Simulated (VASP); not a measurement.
# Ti4Al12H (a cell with a defect) in VASP: further runs

The runs below take Ti4Al12H (a cell with a defect) through single point, with PBE.

Program: VASP 6.6.1. These are calculated values, not measurements. Logs are shortened: lines on timing, memory, paths and dates and some standing lists are left out, and cuts for length are marked.

## (1) The cell of the first run

The cell holds a defect, 17 atoms: a = 6.893 Å, b = 6.893 Å, c = 6.893 Å, α = 109.47°, β = 109.47°, γ = 109.47°.

## (2) Single point, PBE

INCAR

```
PREC = Accurate
ENCUT = 520
EDIFF = 1E-7
ISMEAR = 0
SIGMA = 0.1
LREAL = Auto
LASPH = True
NELM = 60
ALGO = Normal
ISIF = 2
LWAVE = False
LCHARG = False
GGA = PE
NBANDS = 56
```

KPOINTS

```
Automatic mesh
0
Gamma
  4 4 4
  0.5 0.5 0.5
```

POSCAR

```
Ti4Al12H
1.0
   -3.9797267063      3.9797267063      3.9797267063
    3.9797267063     -3.9797267063      3.9797267063
    3.9797267063      3.9797267063     -3.9797267063
Ti Al H
4 12 1
Direct
    0.4890554411      0.4900606609     -0.0000043973
    0.0099543267      0.0109597978     -0.0000043973
    0.0000870663      0.4999418671      0.4999982780
    0.5000783086     -0.0000668388      0.4999981523
    0.2499904072      0.2500399081      0.4999870963
    0.7499987362      0.7500482370      0.5000049367
    0.7494706848      0.2504120442     -0.0000017589
    0.2496207839      0.7505811882     -0.0000016333
    0.2507374435      0.5117750917      0.2624797070
    0.7494607595     -0.0037368144      0.2456783021
    0.7493858800      0.5039690280      0.7533082599
    0.2502578879     -0.0093835589      0.7408400671
    0.5094163870      0.2497775786      0.2591596298
   -0.0039262746      0.7506559421      0.2466832706
   -0.0117528171      0.2492968923      0.7375110696
    0.5037820805      0.7505805600      0.7543169975
    0.2400292961      0.2599492569     -0.0000346757
```

Potentials or basis: VASP PAW PBE potentials, release 64 (Ti_sv, Al, H).

On the command line:

```bash
$ cat potpaw_PBE.64/Ti_sv/POTCAR potpaw_PBE.64/Al/POTCAR potpaw_PBE.64/H/POTCAR > POTCAR
$ mpirun -np 1 vasp_std > vasp.out
```

OUTCAR:

```text
PREC = Accurate
   ENCUT = 520
   EDIFF = 1E-7
   ISMEAR = 0
   LREAL = Auto
   LASPH = True
   NELM = 60
   ISIF = 2
   GGA = PE

 ion  position               nearest neighbor table
   1  0.489  0.490  1.000-  12 2.81  13 2.81   8 2.82   5 2.82   6 2.82   7 2.82   9 2.82  15 2.82
                            16 2.85  10 2.85  11 2.85  14 2.85
   2  0.010  0.011  1.000-  12 2.81  13 2.81   7 2.81   6 2.82   5 2.82   8 2.82   9 2.82  15 2.82
                            16 2.85  10 2.85  11 2.85  14 2.85
   3  0.000  0.500  0.500-  15 2.75   9 2.75  13 2.76  12 2.76   5 2.81   7 2.81   8 2.81   6 2.82
                            10 2.83  16 2.83  11 2.84  14 2.84
   4  0.500  1.000  0.500-   9 2.75  15 2.75  12 2.76  13 2.76   6 2.81   8 2.81   7 2.81   5 2.82
                            16 2.83  10 2.84  14 2.84  11 2.84
   5  0.250  0.250  0.500-  14 2.81  11 2.81   9 2.81  15 2.81   3 2.81   4 2.82   2 2.82   1 2.82
                            13 2.82  12 2.82  10 2.82  16 2.82
   6  0.750  0.750  0.500-  11 2.81  14 2.81  15 2.81   9 2.81   4 2.81   3 2.82   2 2.82   1 2.82
                            12 2.82  13 2.82  16 2.82  10 2.82
   7  0.749  0.250  1.000-  12 2.81  13 2.81  10 2.81  16 2.81   3 2.81   4 2.81   2 2.81  14 2.82
                            11 2.82   1 2.82  15 2.82   9 2.82
   8  0.250  0.751  1.000-  12 2.81  13 2.81  10 2.81  16 2.81   4 2.81   3 2.81   1 2.82  14 2.82
                            11 2.82   2 2.82  15 2.82   9 2.82
   9  0.251  0.512  0.262-  17 2.01   4 2.75   3 2.75  16 2.77  14 2.78   5 2.81   6 2.81   1 2.82
                             2 2.82   7 2.82   8 2.82  13 2.93  15 2.95
  10  0.749  0.996  0.246-  16 2.77  15 2.77  14 2.77  13 2.78   7 2.81   8 2.81   5 2.82   6 2.82
                             3 2.83   4 2.84   2 2.85   1 2.85
  11  0.749  0.504  0.753-  16 2.77  14 2.78  15 2.78  13 2.78   6 2.81   5 2.81   8 2.82   7 2.82
                             3 2.84   4 2.84   2 2.85   1 2.85
  12  0.250  0.991  0.741-   4 2.76   3 2.76  16 2.78  14 2.78   8 2.81   7 2.81   1 2.81   2 2.81
                             6 2.82   5 2.82  13 2.92  15 2.93
  13  0.509  0.250  0.259-   3 2.76   4 2.76  10 2.78  11 2.78   8 2.81   7 2.81   1 2.81   2 2.81
                             5 2.82   6 2.82  12 2.92   9 2.93
  14  0.996  0.751  0.247-  10 2.77  11 2.78   9 2.78  12 2.78   5 2.81   6 2.81   8 2.82   7 2.82
                             4 2.84   3 2.84   2 2.85   1 2.85
  15  0.988  0.249  0.738-  17 2.01   3 2.75   4 2.75  10 2.77  11 2.78   6 2.81   5 2.81   1 2.82
                             2 2.82   7 2.82   8 2.82  12 2.93   9 2.95
  16  0.504  0.751  0.754-  10 2.77   9 2.77  11 2.77  12 2.78   7 2.81   8 2.81   6 2.82   5 2.82
                             4 2.83   3 2.83   2 2.85   1 2.85
  17  0.240  0.260  1.000-  15 2.01   9 2.01

  LATTYP: Found a body centered cubic cell.
 ALAT       =     7.9594534126

  Lattice vectors:

 A1 = (  -3.9797267063,   3.9797267063,   3.9797267063)
 A2 = (   3.9797267063,  -3.9797267063,   3.9797267063)
 A3 = (   3.9797267063,   3.9797267063,  -3.9797267063)

Analysis of symmetry for initial positions (statically):
=====================================================================
 Subroutine PRICEL returns:
[... 173 lines left out ...]
     AMIX_MAG =   1.60;   BMIX_MAG =  1.00
  volume/ion in A,a.u.               =      14.83       100.08
  Fermi-wavevector in a.u.,A,eV,Ry     =   1.139396  2.153146 17.663389  1.298222
  Thomas-Fermi vector in A             =   2.276099
   LORBIT       =      0    0 simple, 1 ext, 2 COOP (PROOUT), +10 PAW based schemes
   GGA     = PE    functional components
   LHFCALC =     F    Hartree Fock is set to
   AEXX    =    0.0000 exact exchange contribution
   IVDW    =     0    specifies the selected vdW correction
   LEPSILON=     F    determine dielectric tensor
   LRPA    =     F    only Hartree local field effects (RPA)
 non-spin polarized calculation
 Gauss-broadening in eV      SIGMA  =   0.10
  energy-cutoff  :      520.00
  volume of cell :      252.13
 maximum number of plane-waves:      6798
 NGX is ok and might be reduce to    54
   NGX = 25   NGY = 25   NGZ = 25

 number of electron      84.9999994 magnetization

 Free energy of the ion-electron system (eV)
  ---------------------------------------------------
  ext. energy  EPLUGINS =         0.00000000
  ---------------------------------------------------
  free energy    TOTEN  =       -84.55524330 eV

  energy without entropy =      -84.49504172  energy(sigma->0) =      -84.52514251

 E-fermi :   8.9929     XC(G=0): -10.8022

 val. band max:        8.9893980473   @ k =  -0.3750  -0.1250  -0.3750
 cond. band min:       9.0248153096   @ k =   0.3750   0.1250  -0.1250
 fundamental gap:      0.0354172623
 Fermi energy:         8.9929440563

 k-point     1 :       0.1250    0.1250    0.1250
  band No.  band energies     occupation
      1     -47.9955      2.00000
      2     -47.9944      2.00000
      3     -47.9673      2.00000
      4     -47.9668      2.00000
      5     -24.3678      2.00000
      6     -24.3412      2.00000
[... 1357 lines left out ...]
     53      10.9331      0.00000
     54      10.9730      0.00000

 [... further k-points ...]

 [bands above 54 left out]

------------------------ aborting loop because EDIFF is reached ----------------------------------------

  FORCE on cell =-STRESS in cart. coord.  units (eV):
  Direction    XX          YY          ZZ          XY          YZ          ZX
  --------------------------------------------------------------------------------------
  -------------------------------------------------------------------------------------
  Total        2.5005105      2.5003352      1.1160815     -0.0039227      0.0001110     -0.0003391
  in kB       15.8898401     15.8887261      7.0922947     -0.0249272      0.0007057     -0.0021550
  external PRESSURE =      12.9569536 kB  Pullay stress =       0.0000000 kB

 VOLUME and BASIS-vectors are now :
 -----------------------------------------------------------------------------
  energy-cutoff  :      520.00
  volume of cell :      252.13
      direct lattice vectors                 reciprocal lattice vectors
    -3.979726706  3.979726706  3.979726706     0.000000000  0.125636768  0.125636768
     3.979726706 -3.979726706  3.979726706     0.125636768  0.000000000  0.125636768
     3.979726706  3.979726706 -3.979726706     0.125636768  0.125636768  0.000000000

 POSITION                                       TOTAL-FORCE (eV/Angst)
 -----------------------------------------------------------------------------------
      3.98371      3.97571     -0.08309        -0.002428      0.002619      0.055936
      3.98371      3.97571     -3.89648        -0.002459      0.002659     -0.055493
      3.97914      0.00057      0.00012         0.003879     -0.003801     -0.000184
      3.97914      0.00057      3.97978         0.003883     -0.003794      0.000508
      1.99001      1.98961      0.00017        -0.001562      0.002452     -0.000249
      1.99008      1.98969      3.97989        -0.002427      0.001590     -0.000203
[... 9 lines left out ...]
      3.98417      2.01979      1.99004         0.002480     -0.007418     -0.000646
      4.05886      3.90031     -1.98981         0.018286     -0.018357      0.000480
 -----------------------------------------------------------------------------------
    total drift:                               -0.001002      0.001452     -0.001510

  FREE ENERGIE OF THE ION-ELECTRON SYSTEM (eV)
  ---------------------------------------------------
  free  energy   TOTEN  =       -84.5552433032 eV

  energy  without entropy=      -84.4950417192  energy(sigma->0) =      -84.52514251
```

stdout:

```text
POSCAR found type information on POSCAR TiAlH
 POSCAR found :  3 types and      17 ions
 scaLAPACK will be used
 LDA part: xc-table for (Slater+PW92), standard interpolation
 POSCAR, INCAR and KPOINTS ok, starting setup
 FFT: planning ... GRIDC
 FFT: planning ... GRID_SOFT
 FFT: planning ... GRID
 WAVECAR not read
 entering main loop
```

Wall time 23 min (1 thread of Intel Xeon Platinum 8559C (Emerald Rapids), shared host); peak memory 0.54 GiB.

Results:

| Property | Result |
| --- | --- |
| Free energy | -84.5552 eV |
| Pressure | 1.3 GPa |
| Largest force | 0.056 eV/Å |
| Band gap on the k mesh | zero (an odd number of electrons rules out a gap without spin polarisation) |

Forces on the atoms (eV/Å):
```
Ti  -0.002  0.003  0.056
Ti  -0.002  0.003 -0.055
Ti   0.004 -0.004  0.000
Ti   0.004 -0.004  0.001
Al  -0.002  0.002  0.000
Al  -0.002  0.002  0.000
Al   0.001 -0.001  0.001
Al   0.000  0.000 -0.001
Al   0.012 -0.004  0.000
Al   0.007 -0.002 -0.001
Al  -0.009  0.007  0.000
Al  -0.020  0.008  0.000
Al  -0.008  0.019  0.000
Al  -0.007  0.009  0.000
Al   0.003 -0.012  0.000
Al   0.002 -0.007 -0.001
H    0.018 -0.018  0.000
```

## (3) Single point, PBE

Changes to INCAR since step 2:

```diff
@@ -7,3 +7,3 @@
 LASPH = True
-NELM = 60
+NELM = 80
 ALGO = Normal
```

KPOINTS is that of step 2.

POSCAR

```
Ti4Al12H
1.0
   -3.9797267063      3.9797267063      3.9797267063
    3.9797267063     -3.9797267063      3.9797267063
    3.9797267063      3.9797267063     -3.9797267063
Ti Al H
4 12 1
Direct
    0.4900650582      0.4890598384      0.0000043973
    0.0109643207      0.0099587240      0.0000045229
   -0.0000564109      0.5000887365      0.5000016702
    0.4999349571      0.0000801563      0.5000017958
    0.2500431747      0.2499937994      0.4999950114
    0.7500528856      0.7500033847      0.5000129775
    0.7505828215      0.2496224171      0.0000016333
    0.2504138031      0.7494724437      0.0000017589
    0.2497763222      0.5094177690      0.2591600067
    0.7506607163     -0.0039223799      0.2466916883
    0.7505848317      0.5037824574      0.7543216461
    0.2492955103     -0.0117422636      0.7375202411
    0.5117858964      0.2507360615      0.2624888785
   -0.0037364375      0.7494650312      0.2456829507
   -0.0093820513      0.2502567572      0.7408404440
    0.5039727971      0.7493905286      0.7533166776
    0.2599839327      0.2400639719      0.0000346757
```

Potentials or basis: VASP PAW PBE potentials, release 64 (Ti_sv, Al, H).

On the command line:

```bash
$ cat potpaw_PBE.64/Ti_sv/POTCAR potpaw_PBE.64/Al/POTCAR potpaw_PBE.64/H/POTCAR > POTCAR
$ mpirun -np 1 vasp_std > vasp.out
```

It took 24 min on 1 thread of Intel Xeon Platinum 8559C (Emerald Rapids), shared host; peak memory 0.54 GiB.

It converged, with:

| Property | Result |
| --- | --- |
| Free energy | -84.5552 eV |
| Pressure | 1.3 GPa |
| Largest force | 0.056 eV/Å |
| Band gap on the k mesh | zero (an odd number of electrons rules out a gap without spin polarisation) |

Forces in eV/Å, atoms in the order of the input:
```
Ti   0.002 -0.003  0.056
Ti   0.002 -0.003 -0.055
Ti  -0.004  0.004  0.000
Ti  -0.004  0.004  0.001
Al   0.002 -0.002  0.000
Al   0.002 -0.002  0.000
Al   0.000  0.000 -0.001
Al  -0.001  0.001  0.001
Al   0.020 -0.008  0.000
Al   0.009 -0.007  0.000
Al  -0.007  0.002 -0.001
Al  -0.012  0.004  0.000
Al  -0.004  0.012  0.000
Al  -0.002  0.007 -0.001
Al   0.008 -0.019  0.000
Al   0.007 -0.009  0.000
H   -0.018  0.018  0.000
```

Stress tensor (GPa, compression positive):
```
1.59 0.00 0.00
0.00 1.59 0.00
0.00 0.00 0.71
```

Levels at points of the mesh, in eV from the Fermi level:
```
           k point  band 41  band 42  band 43  band 44  band 45  band 46
(0.12, 0.12, 0.12)    -0.09    -0.09    -0.01     0.06     0.06     0.40
```

The gap in the log of VASP goes by the Fermi energy; the results here count the filled bands.